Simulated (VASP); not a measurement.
Input of a VASP 6.6.1 run:

Contents of INCAR:

```
PREC = Accurate
ENCUT = 520
EDIFF = 1E-6
ISMEAR = 0
SIGMA = 0.15
LREAL = False
LASPH = True
NELM = 60
ALGO = Normal
ISIF = 2
LWAVE = False
LCHARG = False
GGA = PS
NBANDS = 12
```

KPOINTS

```
regular mesh
0
Gamma
  18 18 18
```

Contents of POSCAR:

```
P
1.0
   -1.6915100431      2.5151650373      1.8589441358
    1.6915100431     -2.5151650373      1.8589441358
    1.6915100431      2.5151650373     -1.8589441358
P
2
Direct
    0.7226181430     -0.0273818570      0.7500000000
    0.1966908900      0.9466908900      0.2500000000
```

Potentials or basis: VASP PAW PBE potentials, release 64 (P).

Command:

```sh
$ cat potpaw_PBE.64/P/POTCAR > POTCAR
$ mpirun -np 1 vasp_std > vasp.out
```

Task: What does it give for the largest force?

Result: 0.550 eV/Å.

Task: Estimate the band gap on the k mesh.

Result: Zero (band 5 reaches 9.54 eV, above the bottom of band 6 at 7.44 eV).

Task: Estimate the pressure.

Result: -9.5 GPa.

Forces in eV/Å, atoms in the order of the input:
```
P    0.000  0.000  0.550
P    0.000  0.000 -0.550
```

Caveat: the cell differs from its parent crystal (atom 1 (P) moved by (+0.000, -0.300) A along [1 1 0] and z); the PAW data sets were made with another functional, which shifts forces and pressure a little.
